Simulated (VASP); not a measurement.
# OsH8 in VASP: single point with PBE

Aim: the single point of OsH8 with PBE.

Everything below comes from runs of VASP 6.6.1. Logs are shortened: lines on timing, memory, paths and dates and some standing lists are left out, and cuts for length are marked.

## 1. The cell of the first run

The cell holds a molecule in a box, 9 atoms: a = 12.340 Å, b = 12.340 Å, c = 10.270 Å, α = 90.00°, β = 90.00°, γ = 90.00°.

## 2. Single point, PBE, non-collinear spin, zero start, spin-orbit coupling

INCAR

```
  ALGO = Normal
  EDIFF = 1E-6
  ENCUT = 520
  GGA = PE
  GGA_COMPAT = F
  ISIF = 2
  ISMEAR = 0
  LASPH = T
  LCHARG = F
  LMAXMIX = 4
  LNONCOLLINEAR = T
  LORBIT = 11
  LORBMOM = T
  LREAL = F
  LSORBIT = T
  LWAVE = F
  MAGMOM = 0 0 0 0 0 0 0 0 0 0 0 0 0 0 0 0 0 0 0 0 0 0 0 0 0 0 0
  NBANDS = 35
  NELM = 150
  PREC = Accurate
  SIGMA = 0.01
```

KPOINTS

```
k-points
0
Gamma
  1 1 1
```

POSCAR

```
H8Os
1.0
   12.3400000000      0.0000000000      0.0000000000
    0.0000000000     12.3400000000      0.0000000000
    0.0000000000      0.0000000000     10.2700000000
Os H
1 8
Direct
    0.4998144200      0.4998144200      0.5373739000
    0.6349611000      0.4998128000      0.5622794500
    0.4998160500      0.6349611000      0.5622794500
    0.3646677500      0.4998160500      0.5622794500
    0.4998128000      0.3646677500      0.5622794500
    0.5713201000      0.5713184800      0.4381694300
    0.4283103700      0.5713201000      0.4381694300
    0.4283087500      0.4283103700      0.4381694300
    0.5713184800      0.4283087500      0.4381694300
```

Potentials or basis: VASP PAW PBE potentials, release 64 (Os, H).

Started as:

```
cat potpaw_PBE.64/Os/POTCAR potpaw_PBE.64/H/POTCAR > POTCAR
mpirun -np 1 vasp_ncl > vasp.out
```

OUTCAR:

```text
EDIFF = 1E-6
   ENCUT = 520
   GGA = PE
   ISIF = 2
   ISMEAR = 0
   LASPH = T
   LNONCOLLINEAR = T
   LORBIT = 11
   LREAL = F
   LSORBIT = T
   NELM = 150
   PREC = Accurate

 ion  position               nearest neighbor table
   1  0.500  0.500  0.537-   8 1.61   9 1.61   7 1.61   6 1.61   5 1.69   4 1.69   2 1.69   3 1.69

   2  0.635  0.500  0.562-   1 1.69
   3  0.500  0.635  0.562-   1 1.69
   4  0.365  0.500  0.562-   1 1.69
   5  0.500  0.365  0.562-   1 1.69
   6  0.571  0.571  0.438-   1 1.61
   7  0.428  0.571  0.438-   1 1.61
   8  0.428  0.428  0.438-   1 1.61
   9  0.571  0.428  0.438-   1 1.61

  LATTYP: Found a simple tetragonal cell.
 ALAT       =    12.3400000000
 C/A-ratio  =     0.8322528363

  Lattice vectors:

 A1 = (  12.3400000000,   0.0000000000,   0.0000000000)
 A2 = (   0.0000000000,  12.3400000000,   0.0000000000)
 A3 = (   0.0000000000,   0.0000000000,  10.2700000000)

Analysis of symmetry for initial positions (statically):
=====================================================================
 Subroutine PRICEL returns:
 Original cell was already a primitive cell.

 Routine SETGRP: Setting up the symmetry group for a
 simple tetragonal supercell.

 Subroutine GETGRP returns: Found  8 space group operations
 (whereof  2 operations were pure point group operations)
 out of a pool of 16 trial point group operations.

The static configuration has the point symmetry C_1h.
 The point group associated with its full space group is C_4v.

Analysis of symmetry for dynamics (positions and initial velocities):
=====================================================================
 Subroutine PRICEL returns:
 Original cell was already a primitive cell.

 Routine SETGRP: Setting up the symmetry group for a
 simple tetragonal supercell.

 Subroutine GETGRP returns: Found  8 space group operations
 (whereof  2 operations were pure point group operations)
 out of a pool of 16 trial point group operations.

The dynamic configuration has the point symmetry C_1h.
 The point group associated with its full space group is C_4v.

Analysis of structural, dynamic, and magnetic symmetry:
=====================================================================
 Subroutine PRICEL returns:
 Original cell was already a primitive cell.

 Routine SETGRP: Setting up the symmetry group for a
 simple tetragonal supercell.

 Subroutine GETGRP returns: Found  8 space group operations
 (whereof  2 operations were pure point group operations)
 out of a pool of 16 trial point group operations.

The overall configuration has the point symmetry C_1h.
 The point group associated with its full space group is C_4v.

 Subroutine INISYM returns: Found  8 space group operations
 (whereof  2 operations are pure point group operations),
 and found     1 'primitive' translations

----------------------------------------------------------------------------------------

                                     Primitive cell

  volume of cell :    1563.8704

  direct lattice vectors                    reciprocal lattice vectors
    12.340000000  0.000000000  0.000000000     0.081037277  0.000000000  0.000000000
     0.000000000 12.340000000  0.000000000     0.000000000  0.081037277  0.000000000
     0.000000000  0.000000000 10.270000000     0.000000000  0.000000000  0.097370983

  length of vectors
    12.340000000 12.340000000 10.270000000     0.081037277  0.081037277  0.097370983

  position of ions in fractional coordinates (direct lattice)
     0.499814420  0.499814420  0.537373900
     0.634961100  0.499812800  0.562279450
     0.499816050  0.634961100  0.562279450
     0.364667750  0.499816050  0.562279450
     0.499812800  0.364667750  0.562279450
[... 161 lines left out ...]
  Total       -0.9016749     -0.9016749     -0.1341905      0.0000000     -0.0000000      0.0000000
  in kB       -0.9237614     -0.9237614     -0.1374775      0.0000000     -0.0000000      0.0000000
  external PRESSURE =      -0.6616668 kB  Pullay stress =       0.0000000 kB

 VOLUME and BASIS-vectors are now :
 -----------------------------------------------------------------------------
  energy-cutoff  :      520.00
  volume of cell :     1563.87
      direct lattice vectors                 reciprocal lattice vectors
    12.340000000  0.000000000  0.000000000     0.081037277  0.000000000  0.000000000
     0.000000000 12.340000000  0.000000000     0.000000000  0.081037277  0.000000000
     0.000000000  0.000000000 10.270000000     0.000000000  0.000000000  0.097370983

 POSITION                                       TOTAL-FORCE (eV/Angst)
 -----------------------------------------------------------------------------------
      6.16771      6.16771      5.51883         0.000000     -0.000000     -0.205125
      7.83542      6.16769      5.77461        -0.164960     -0.000000      0.035272
      6.16773      7.83542      5.77461         0.000000     -0.164960      0.035272
      4.50000      6.16773      5.77461         0.164960     -0.000000      0.035272
      6.16769      4.50000      5.77461        -0.000000      0.164960      0.035272
      7.05009      7.05007      4.50000        -0.070919     -0.070919      0.016009
      5.28535      7.05009      4.50000         0.070919     -0.070919      0.016009
      5.28533      5.28535      4.50000         0.070919      0.070919      0.016009
      7.05007      5.28533      4.50000        -0.070919      0.070919      0.016009
 -----------------------------------------------------------------------------------
    total drift:                               -0.000027     -0.000027     -0.000091

  FREE ENERGIE OF THE ION-ELECTRON SYSTEM (eV)
  ---------------------------------------------------
  free  energy   TOTEN  =       -35.6394323027 eV

  energy  without entropy=      -35.6394323027  energy(sigma->0) =      -35.63943230

 orbital moment (x)

 # of ion     p       d       tot
 ----------------------------------------
  1         0.000  -0.000  -0.000
  2         0.000   0.000   0.000
  3         0.000   0.000   0.000
  4         0.000   0.000   0.000
  5        -0.000   0.000  -0.000
  6        -0.000   0.000  -0.000
  7        -0.000   0.000  -0.000
  8         0.000   0.000   0.000
  9         0.000   0.000   0.000
 ----------------------------------------
            0.000  -0.000  -0.000

 orbital moment (y)

 # of ion     p       d       tot
 ----------------------------------------
  1         0.000   0.000   0.000
  2        -0.000   0.000  -0.000
  3         0.000   0.000   0.000
  4         0.000   0.000   0.000
  5         0.000   0.000   0.000
  6         0.000   0.000   0.000
  7        -0.000   0.000  -0.000
  8        -0.000   0.000  -0.000
  9         0.000   0.000   0.000
 ----------------------------------------
            0.000   0.000   0.000

 orbital moment (z)

 # of ion     p       d       tot
 ----------------------------------------
  1         0.000   0.000   0.000
  2         0.000   0.000   0.000
  3         0.000   0.000   0.000
  4         0.000   0.000   0.000
  5         0.000   0.000   0.000
  6         0.000   0.000   0.000
  7         0.000   0.000   0.000
  8         0.000   0.000   0.000
  9         0.000   0.000   0.000
 ----------------------------------------
            0.000   0.000   0.000

 Spin-Orbit-Coupling matrix elements

 Ion:    1  E_soc:     -0.6197839
 l=   1
     0.0000000    -0.0575727    -0.0489604
    -0.0575727     0.0000000    -0.0575727
    -0.0489604    -0.0575727     0.0000000
 l=   2
     0.0000000    -0.0087396     0.0000000    -0.0087396    -0.0331759
    -0.0087396     0.0000000    -0.0350339    -0.0087343    -0.0081645
     0.0000000    -0.0350339     0.0000000    -0.0350339     0.0000000
    -0.0087396    -0.0087343    -0.0350339     0.0000000    -0.0081645
    -0.0331759    -0.0081645     0.0000000    -0.0081645     0.0000000
 l=   3
     0.0000000     0.0000000     0.0000000     0.0000000     0.0000000     0.0000000     0.0000000
     0.0000000     0.0000000     0.0000000     0.0000000     0.0000000     0.0000000     0.0000000
     0.0000000     0.0000000     0.0000000     0.0000000     0.0000000     0.0000000     0.0000000
     0.0000000     0.0000000     0.0000000     0.0000000     0.0000000     0.0000000     0.0000000
[... 149 lines left out ...]
 l=   2
     0.0000000     0.0000000     0.0000000     0.0000000     0.0000000
     0.0000000     0.0000000     0.0000000     0.0000000     0.0000000
     0.0000000     0.0000000     0.0000000     0.0000000     0.0000000
     0.0000000     0.0000000     0.0000000     0.0000000     0.0000000
     0.0000000     0.0000000     0.0000000     0.0000000     0.0000000
 l=   3
     0.0000000     0.0000000     0.0000000     0.0000000     0.0000000     0.0000000     0.0000000
     0.0000000     0.0000000     0.0000000     0.0000000     0.0000000     0.0000000     0.0000000
     0.0000000     0.0000000     0.0000000     0.0000000     0.0000000     0.0000000     0.0000000
     0.0000000     0.0000000     0.0000000     0.0000000     0.0000000     0.0000000     0.0000000
     0.0000000     0.0000000     0.0000000     0.0000000     0.0000000     0.0000000     0.0000000
     0.0000000     0.0000000     0.0000000     0.0000000     0.0000000     0.0000000     0.0000000
     0.0000000     0.0000000     0.0000000     0.0000000     0.0000000     0.0000000     0.0000000

 total charge

# of ion       s       p       d       tot
------------------------------------------
    1        0.703   0.978   6.381   8.062
    2        0.517   0.015   0.000   0.532
    3        0.517   0.015   0.000   0.532
    4        0.517   0.015   0.000   0.532
    5        0.517   0.015   0.000   0.532
    6        0.499   0.024   0.000   0.524
    7        0.499   0.024   0.000   0.524
    8        0.499   0.024   0.000   0.524
    9        0.499   0.024   0.000   0.524
--------------------------------------------------
tot          4.769   1.136   6.381  12.286

 magnetization (x)

# of ion       s       p       d       tot
------------------------------------------
    1        0.000  -0.000   0.000   0.000
    2        0.000  -0.000   0.000   0.000
    3        0.000  -0.000   0.000  -0.000
    4        0.000  -0.000   0.000   0.000
    5       -0.000   0.000   0.000   0.000
    6       -0.000   0.000   0.000  -0.000
    7       -0.000   0.000   0.000  -0.000
    8        0.000  -0.000   0.000   0.000
    9        0.000  -0.000   0.000   0.000
--------------------------------------------------
tot          0.000   0.000   0.000   0.000

 magnetization (y)

# of ion       s       p       d       tot
------------------------------------------
    1       -0.000   0.000  -0.000  -0.000
    2       -0.000   0.000   0.000   0.000
    3       -0.000   0.000   0.000  -0.000
    4        0.000  -0.000   0.000  -0.000
    5        0.000   0.000   0.000   0.000
    6        0.000  -0.000   0.000   0.000
    7       -0.000   0.000   0.000  -0.000
    8       -0.000   0.000   0.000  -0.000
    9        0.000  -0.000   0.000   0.000
--------------------------------------------------
tot         -0.000   0.000  -0.000  -0.000

 magnetization (z)

# of ion       s       p       d       tot
------------------------------------------
    1       -0.000   0.000   0.000  -0.000
    2        0.000   0.000   0.000   0.000
    3       -0.000   0.000   0.000  -0.000
    4       -0.000  -0.000   0.000  -0.000
    5        0.000   0.000   0.000   0.000
    6        0.000   0.000   0.000   0.000
    7        0.000   0.000   0.000   0.000
    8        0.000   0.000   0.000   0.000
    9        0.000  -0.000   0.000   0.000
--------------------------------------------------
tot         -0.000   0.000   0.000  -0.000
```

Run time: 14 min. Hardware: 1 thread of Intel Xeon 6975P-C (Granite Rapids), shared host; peak memory 3.7 GiB.

Results:

| Quantity | Value |
| --- | --- |
| Free energy | -35.6394 eV |
| Largest force | 0.205 eV/Å |
| Net moment | 0.00 μB per cell |
| Valence electrons inside the program's atomic spheres | Os 8.06; H 0.53, 0.52 (each value once) |

Forces on the atoms (eV/Å):
```
Os   0.000  0.000 -0.205
H   -0.165  0.000  0.035
H    0.000 -0.165  0.035
H    0.165  0.000  0.035
H    0.000  0.165  0.035
H   -0.071 -0.071  0.016
H    0.071 -0.071  0.016
H    0.071  0.071  0.016
H   -0.071  0.071  0.016
```

Moments on the atoms (μB; x, y, z):
```
Os  0.00 0.00 0.00
H   0.00 0.00 0.00
H   0.00 0.00 0.00
H   0.00 0.00 0.00
H   0.00 0.00 0.00
H   0.00 0.00 0.00
H   0.00 0.00 0.00
H   0.00 0.00 0.00
H   0.00 0.00 0.00
```
